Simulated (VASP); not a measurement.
## BN: single point with PBE+U

The system is BN.

```xyz
2
Lattice="0.0000 1.8130 1.8130 1.8130 0.0000 1.8130 1.8130 1.8130 0.0000" Properties=species:S:1:pos:R:3 pbc="T T T"
B     0.0000    0.0000    0.0000
N     2.7195    2.7195    2.7195
```

```json
{
  "Program": "VASP 6.6.1",
  "Task": "single point",
  "Functional": "PBE",
  "Potentials or basis": "VASP PAW PBE potentials, release 64 (B, N)",
  "Cutoff": "600 eV",
  "k mesh": "12 × 12 × 12",
  "Occupations": "gaussian, width 0.1 eV",
  "Spin": "no spin polarisation",
  "Hubbard terms": "N p U = 1.9 eV",
  "Dipole correction": "no",
  "Further INCAR settings": "ALGO = Normal; EDIFF = 1e-06; NBANDS = 11"
}
```

```yaml
Pressure: 0.4 GPa
Band_gap_on_the_k_mesh: 4.42 eV (least direct gap 8.75 eV)
```

Levels at points of the mesh, in eV from the valence-band top:
| k point | band 2 | band 3 | band 4 | band 5 | band 6 | band 7 |
| --- | --- | --- | --- | --- | --- | --- |
| (0.00, 0.00, 0.00) | 0.00 | 0.00 | 0.00 | 8.75 | 8.75 | 8.75 |
| (0.50, 0.00, 0.00) | -10.62 | -1.93 | -1.93 | 9.99 | 10.63 | 10.63 |
| (0.50, 0.50, 0.00) | -8.87 | -4.87 | -4.87 | 4.42 | 9.15 | 17.77 |

Run time: 11 s on 1 thread of Intel Xeon 8259CL, with other jobs on the host, peak memory 0.12 GiB.

A k mesh can miss the band edges.
